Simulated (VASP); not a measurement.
## Si3N4: relaxation of the atoms with PBE

Si3N4:

```
Si N
1.0
    -3.23735    3.23735    3.23735
     3.23735   -3.23735    3.23735
     3.23735    3.23735   -3.23735
Si N
6 8
Direct
  0.25000 0.12500 0.87500
  0.87500 0.25000 0.12500
  0.75000 0.37500 0.62500
  0.62500 0.75000 0.37500
  0.12500 0.87500 0.25000
  0.37500 0.62500 0.75000
  0.56280 0.56280 0.56280
  0.43720 0.50000 0.00000
  0.50000 0.00000 0.93720
  0.00000 0.43720 0.50000
  0.93720 0.50000 0.00000
  0.06280 0.06280 0.06280
  0.00000 0.93720 0.50000
  0.50000 0.00000 0.43720
```

```yaml
Program: VASP 6.6.1
Task: relaxation of the atoms
Functional: PBE
Potentials_or_basis: VASP PAW PBE potentials, release 64 (Si, N)
Cutoff: 520 eV
k_mesh: 6 × 6 × 6
Occupations: fermi-dirac, width 0.02 eV
Spin: no spin polarisation
Dipole_correction: no
Further_INCAR_settings: ALGO = Normal; EDIFF = 1e-06; IBRION = 2; EDIFFG = -0.02; NSW = 80
```

- Pressure after relaxing: 1.6 GPa
- Largest force after relaxing: 0.016 eV/Å
- Band gap on the k mesh: 4.07 eV (least direct gap 4.25 eV)

Forces in eV/Å, atoms in the order of the input:
```
Si   0.000  0.000  0.000
Si   0.000  0.000  0.000
Si   0.000  0.000  0.000
Si   0.000  0.000  0.000
Si   0.000  0.000  0.000
Si   0.000  0.000  0.000
N   -0.009 -0.009 -0.009
N   -0.009  0.009  0.009
N    0.009  0.009 -0.009
N    0.009 -0.009  0.009
N   -0.009  0.009  0.009
N   -0.009 -0.009 -0.009
N    0.009 -0.009  0.009
N    0.009  0.009 -0.009
```

Final structure:
```yaml
crystal:
  lattice:
    - [-3.23735, 3.23735, 3.23735]
    - [3.23735, -3.23735, 3.23735]
    - [3.23735, 3.23735, -3.23735]
  atoms:
    - { symbol: Si, position: [0.25000, 0.12500, 0.87500] }
    - { symbol: Si, position: [0.87500, 0.25000, 0.12500] }
    - { symbol: Si, position: [0.75000, 0.37500, 0.62500] }
    - { symbol: Si, position: [0.62500, 0.75000, 0.37500] }
    - { symbol: Si, position: [0.12500, 0.87500, 0.25000] }
    - { symbol: Si, position: [0.37500, 0.62500, 0.75000] }
    - { symbol: N, position: [0.56280, 0.56280, 0.56280] }
    - { symbol: N, position: [0.43720, 0.50000, 0.00000] }
    - { symbol: N, position: [0.50000, 0.00000, 0.93720] }
    - { symbol: N, position: [0.00000, 0.43720, 0.50000] }
    - { symbol: N, position: [0.93720, 0.50000, 0.00000] }
    - { symbol: N, position: [0.06280, 0.06280, 0.06280] }
    - { symbol: N, position: [0.00000, 0.93720, 0.50000] }
    - { symbol: N, position: [0.50000, 0.00000, 0.43720] }
```

Levels at points of the mesh, in eV from the valence-band top:
```
           k point  band 30  band 31  band 32  band 33  band 34  band 35
(0.00, 0.00, 0.00)    -0.16    -0.16    -0.07     4.63     4.63     4.67
(0.50, 0.00, 0.00)    -1.28    -0.02    -0.02     4.97     4.97     5.94
(0.50, 0.50, 0.50)    -1.91    -1.20    -1.20     5.41     5.41     5.41
```

Wall time 2.1 min on 1 thread of Oxide Virtual Turin-like Processor, with other jobs on the host, peak memory 0.24 GiB.

Caveat: the relaxation stopped at its first step, so nothing moved. Expect the measured gap to be larger: semilocal functionals such as PBE lack the derivative discontinuity.
